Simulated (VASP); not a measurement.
# Ni (Fd-3m) in VASP: a series of runs, part 2 of 2

VASP 6.6.1. The steps go on from the part before.

### Step 3. Single point, PBE (volume scaled by 0.88)

Contents of INCAR:

```
SYSTEM = Ni
PREC = Accurate
ENCUT = 520
EDIFF = 1E-6
ISMEAR = -1
SIGMA = 0.1
LREAL = .False.
LASPH = .True.
NELM = 60
ALGO = Normal
ISIF = 2
LWAVE = .False.
LCHARG = .False.
GGA = PE
NBANDS = 17
```

Contents of KPOINTS:

```
Automatic mesh
0
Gamma
  12 12 12
  0 0 0
```

Contents of POSCAR:

```
Ni
1.0
    0.0000000000      2.4421748316      2.4421748316
    2.4421748316      0.0000000000      2.4421748316
    2.4421748316      2.4421748316      0.0000000000
Ni
2
Direct
    0.1250000000      0.1250000000      0.1250000000
    0.8750000000      0.8750000000      0.8750000000
```

Potentials or basis: VASP PAW PBE potentials, release 64 (Ni).

Launch:

```console
$ cat potpaw_PBE.64/Ni/POTCAR > POTCAR
$ mpirun -np 1 vasp_std > vasp.out
```

OUTCAR:

```text
SYSTEM = Ni
   PREC = Accurate
   ENCUT = 520
   EDIFF = 1E-6
   ISMEAR = -1
   LREAL = .False.
   LASPH = .True.
   NELM = 60
   ISIF = 2
   GGA = PE

 ion  position               nearest neighbor table
   1  0.125  0.125  0.125-   2 2.11   2 2.11   2 2.11   2 2.11
   2  0.875  0.875  0.875-   1 2.11   1 2.11   1 2.11   1 2.11

  LATTYP: Found a face centered cubic cell.
 ALAT       =     4.8843496632

  Lattice vectors:

 A1 = (   0.0000000000,   2.4421748316,   2.4421748316)
 A2 = (   2.4421748316,   0.0000000000,   2.4421748316)
 A3 = (   2.4421748316,   2.4421748316,   0.0000000000)

Analysis of symmetry for initial positions (statically):
=====================================================================
 Subroutine PRICEL returns:
 Original cell was already a primitive cell.

 Routine SETGRP: Setting up the symmetry group for a
 face centered cubic supercell.

 Subroutine GETGRP returns: Found 48 space group operations
 (whereof 12 operations were pure point group operations)
 out of a pool of 48 trial point group operations.

[... 157 lines left out ...]
  ---------------------------------------------------
  ext. energy  EPLUGINS =         0.00000000
  ---------------------------------------------------
  free energy    TOTEN  =        -8.31678494 eV

  energy without entropy =       -8.11984119  energy(sigma->0) =       -8.21831306

 E-fermi :   5.8683     XC(G=0): -11.3193

 val. band max:        5.8649355572   @ k =  -0.3333   0.1667   0.0000
 cond. band min:       5.8722319044   @ k =  -0.4167   0.4167   0.0833
 fundamental gap:      0.0072963472
 Fermi energy:         5.8683144671

 k-point     1 :       0.0000    0.0000    0.0000
  band No.  band energies     occupation
      1      -1.2070      2.00000
      2       2.7947      2.00000
      3       2.7947      2.00000
      4       2.9013      2.00000
      5       2.9013      2.00000
      6       2.9013      2.00000
[... 457 lines left out ...]
      4       2.8520      2.00000
      5       3.2601      2.00000
      6       3.3849      2.00000
[... 9 lines left out ...]
     16      21.4319      0.00000
     17      22.4861      0.00000

 [... further k-points ...]
[... 5 lines left out ...]
  --------------------------------------------------------------------------------------
  -------------------------------------------------------------------------------------
  Total        2.7911483      2.7911483      2.7911483      0.0000000      0.0000000      0.0000000
  in kB      153.5087864    153.5087864    153.5087864      0.0000000      0.0000000      0.0000000
  external PRESSURE =     153.5087864 kB  Pullay stress =       0.0000000 kB

 VOLUME and BASIS-vectors are now :
 -----------------------------------------------------------------------------
  energy-cutoff  :      520.00
  volume of cell :       29.13
      direct lattice vectors                 reciprocal lattice vectors
     0.000000000  2.442174832  2.442174832    -0.204735547  0.204735547  0.204735547
     2.442174832  0.000000000  2.442174832     0.204735547 -0.204735547  0.204735547
     2.442174832  2.442174832  0.000000000     0.204735547  0.204735547 -0.204735547

 POSITION                                       TOTAL-FORCE (eV/Angst)
 -----------------------------------------------------------------------------------
      0.61054      0.61054      0.61054         0.000000      0.000000      0.000000
      4.27381      4.27381      4.27381        -0.000000     -0.000000     -0.000000
 -----------------------------------------------------------------------------------
    total drift:                                0.000000      0.000000     -0.000000

  FREE ENERGIE OF THE ION-ELECTRON SYSTEM (eV)
  ---------------------------------------------------
  free  energy   TOTEN  =        -8.3167849371 eV

  energy  without entropy=       -8.1198411910  energy(sigma->0) =       -8.21831306
```

OSZICAR:

```text
N       E                     dE             d eps       ncg     rms          rms(c)
DAV:   1     0.948323250047E+02    0.94832E+02   -0.95762E+03  2464   0.159E+03
DAV:   2    -0.618887117366E+01   -0.10102E+03   -0.94533E+02  2448   0.248E+02
DAV:   3    -0.967337900403E+01   -0.34845E+01   -0.34167E+01  2696   0.622E+01
DAV:   4    -0.971442218080E+01   -0.41043E-01   -0.41028E-01  3058   0.599E+00
DAV:   5    -0.971528921337E+01   -0.86703E-03   -0.86699E-03  2824   0.791E-01    0.118E+01
DAV:   6    -0.928978511117E+01    0.42550E+00   -0.13109E+01  2832   0.648E+01    0.101E+01
DAV:   7    -0.834162266781E+01    0.94816E+00   -0.44289E+00  2838   0.316E+01    0.247E+00
DAV:   8    -0.831973167989E+01    0.21891E-01   -0.27946E-02  3187   0.163E+00    0.747E-01
DAV:   9    -0.831685485582E+01    0.28768E-02   -0.46469E-03  3511   0.930E-01    0.177E-01
DAV:  10    -0.831678808657E+01    0.66769E-04   -0.30687E-04  2883   0.228E-01    0.288E-02
DAV:  11    -0.831678538247E+01    0.27041E-05   -0.48444E-06  2870   0.196E-02    0.433E-03
DAV:  12    -0.831678493709E+01    0.44538E-06   -0.22758E-07  1377   0.696E-03
   1 F= -.83167849E+01 E0= -.82183131E+01  d E =-.196944E+00
```

stdout:

```text
POSCAR found type information on POSCAR Ni
 POSCAR found :  1 types and       2 ions
 scaLAPACK will be used
 LDA part: xc-table for (Slater+PW92), standard interpolation
 POSCAR, INCAR and KPOINTS ok, starting setup
 FFT: planning ... GRIDC
 FFT: planning ... GRID_SOFT
 FFT: planning ... GRID
 WAVECAR not read
 entering main loop
```

Wall time 33 s (1 thread of Intel Xeon Platinum 8259CL at 2.50GHz (Skylake/Cascade Lake), shared host); peak memory 0.17 GiB.

What came out:

```
Free energy            : -8.3168 eV
Pressure               : 15.4 GPa
Band gap on the k mesh : zero (band 10 reaches 5.96 eV, above the bottom of band 11 at 5.61 eV)
```

Caveat: the run has no spin polarisation, though such a crystal can be magnetic.

### Step 4. Single point, PBE (volume scaled by 0.92)

Contents of INCAR:

```
PREC     = Accurate       # precision mode
ENCUT    = 520            # plane-wave cutoff, eV
EDIFF    = 1E-7           # SCF threshold, eV
ISMEAR   = -1             # smearing method
SIGMA    = 0.1            # smearing width, eV
LREAL    = F              # projectors in reciprocal space
LASPH    = T              # aspherical terms in the spheres
NELM     = 80             # most SCF steps
ALGO     = Normal         # electronic algorithm
ISIF     = 2              # what is computed and relaxed
LWAVE    = F              # write WAVECAR
LCHARG   = F              # write CHGCAR
GGA      = PE             # functional
NBANDS   = 17             # bands
```

Contents of KPOINTS:

```
Automatic mesh
0
Gamma
  12 12 12
```

Contents of POSCAR:

```
Ni
1.0
    0.0000000000      2.4786305769      2.4786305769
    2.4786305769      0.0000000000      2.4786305769
    2.4786305769      2.4786305769      0.0000000000
Ni
2
Direct
    0.1250000000      0.1250000000      0.1250000000
    0.8750000000      0.8750000000      0.8750000000
```

Launch:

```console
$ cat potpaw_PBE.64/Ni/POTCAR > POTCAR
$ mpirun -np 1 vasp_std > vasp.out
```

Run time: 32 s. Hardware: 1 thread of Intel Xeon Platinum 8259CL at 2.50GHz (Skylake/Cascade Lake), shared host; peak memory 0.17 GiB.

It converged, with:

| Quantity | Value |
| --- | --- |
| Free energy | -8.4165 eV |
| Pressure | 9.0 GPa |
| Band gap on the k mesh | zero (band 10 reaches 5.46 eV, above the bottom of band 11 at 5.13 eV) |

Levels at points of the mesh, in eV from the Fermi level:
```tsv
k point	band 6	band 7	band 8	band 9	band 10	band 11	band 12	band 13	band 14	band 15
(0.00, 0.00, 0.00)	-2.80	-1.19	-1.19	-1.19	-0.08	-0.08	12.66	12.66	12.66	13.13
(0.50, 0.00, 0.00)	-2.76	-1.49	-0.82	-0.82	-0.24	-0.24	1.01	9.24	9.24	12.69
(0.50, 0.50, 0.00)	-2.15	-1.43	-1.43	-0.10	-0.10	1.47	1.47	4.76	4.76	10.01
```

Caveat: the run has no spin polarisation, though such a crystal can be magnetic.

### Step 5. The runs side by side

| cell | k mesh | gap on the mesh (eV) | pressure (GPa) |
| --- | --- | --- | --- |
| a = 3.604 Å, angles 60.0°, 2 atoms | 11 × 11 × 11 | none | 0.0 |
| a = 3.454 Å, angles 60.0°, 2 atoms | 12 × 12 × 12 | none | 15.4 |
| a = 3.505 Å, angles 60.0°, 2 atoms | 12 × 12 × 12 | none | 9.0 |

Alike in all rows: task single point; level PBE; potentials or basis VASP PAW PBE potentials, release 64 (Ni); no spin polarisation; cutoff (eV) 520; smearing fermi-dirac 0.1 eV.

Caveats: the run has no spin polarisation, though such a crystal can be magnetic.

Absolute energies hang on the potentials; compare differences alone.
